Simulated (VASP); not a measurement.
Here is a VASP 6.6.1 calculation.

INCAR

```
PREC = Accurate ; ENCUT = 520
EDIFF = 1E-6 ; ISMEAR = 0
SIGMA = 0.02 ; LREAL = F
LASPH = T ; NELM = 100
ALGO = Normal ; ISIF = 2
LWAVE = F ; LCHARG = F
GGA = PS ; NBANDS = 11
```

Contents of KPOINTS:

```
Automatic mesh
0
Gamma
  8 8 8
```

Contents of POSCAR:

```
MgS
1.0
    0.0123058045      2.6852670310      2.6837580740
    2.7135729830     -0.0123318210      2.7083956995
    2.6998622875      2.6961939610      0.0013788745
Mg S
1 1
Direct
   -0.0367997233      0.0111352411     -0.0147060519
    0.5367997233      0.4888647589      0.5147060519
```

Potentials or basis: VASP PAW PBE potentials, release 64 (Mg, S).

Run with:

```console
$ cat potpaw_PBE.64/Mg/POTCAR potpaw_PBE.64/S/POTCAR > POTCAR
$ mpirun -np 1 vasp_std > vasp.out
```

What does it give for the largest force?

0.611 eV/Å.

Predict the band gap on the k mesh.

2.47 eV (least direct gap 2.76 eV).

Stress tensor (GPa, compression positive):
```
-7.82  0.02 -0.45
 0.02 -1.67  0.21
-0.45  0.21 -6.39
```

Caveat: the cell differs from its parent crystal (atoms moved at random and the cell strained at random); the cell stands under tension; the PAW data sets were made with another functional, which shifts forces and pressure a little. A k mesh can miss the band edges.
